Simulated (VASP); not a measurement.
**Sr4HfO: single point with PBE**

The system is Sr4HfO.

```
CELL_PARAMETERS angstrom
3.71819 0.00000 0.00000
-1.85909 3.22005 0.00000
0.00000 0.00000 16.12412
ATOMIC_POSITIONS crystal
Sr 0.66667 0.33333 0.67488
Sr 0.00000 0.00000 0.90174
Sr 0.00000 0.00000 0.09826
Sr 0.66667 0.33333 0.32512
Hf 0.00000 0.00000 0.50000
O 0.66667 0.33333 0.00000
```

The cell was built from a structure type or drawn by symmetry, and may not be a known phase.

```yaml
Program: VASP 6.6.1
Task: single point
Functional: PBE
Potentials_or_basis: VASP PAW PBE potentials, release 64 (Sr_sv, Hf_pv, O)
Cutoff: 520 eV
k_mesh: 6 × 6 × 2
Occupations: gaussian, width 0.1 eV
Spin: no spin polarisation
```

```json
{
  "Pressure": "0.0 GPa",
  "Largest force": "0.049 eV/Å",
  "Band gap on the k mesh": "zero (bands 28 and 29 overlap by 0.04 eV)"
}
```

Forces on the atoms (eV/Å):
```
Sr   0.000  0.000 -0.015
Sr   0.000  0.000 -0.049
Sr   0.000  0.000  0.049
Sr   0.000  0.000  0.015
Hf   0.000  0.000  0.000
O    0.000  0.000  0.000
```

Stress tensor (GPa, compression positive):
```
-0.03  0.00  0.00
 0.00 -0.03  0.00
 0.00  0.00  0.15
```

Levels at points of the mesh, in eV from the Fermi level:
```tsv
k point	band 26	band 27	band 28	band 29	band 30	band 31
(0.00, 0.00, 0.00)	-2.65	-1.41	-0.68	0.42	1.12	1.12
(0.50, 0.00, 0.00)	-0.84	-0.34	-0.14	0.12	0.31	0.40
(0.00, 0.00, 0.50)	-2.25	-1.60	-0.71	0.60	1.12	1.12
(0.50, 0.00, 0.50)	-0.84	-0.33	-0.22	0.24	0.25	0.48
```

Run time: 84 s on 1 thread of Intel(R) Xeon(R) 6975P-C (Granite Rapids) (shared host), peak memory 0.34 GiB.

Caveat: spin-orbit coupling is left out, which moves the levels of the heavy elements.
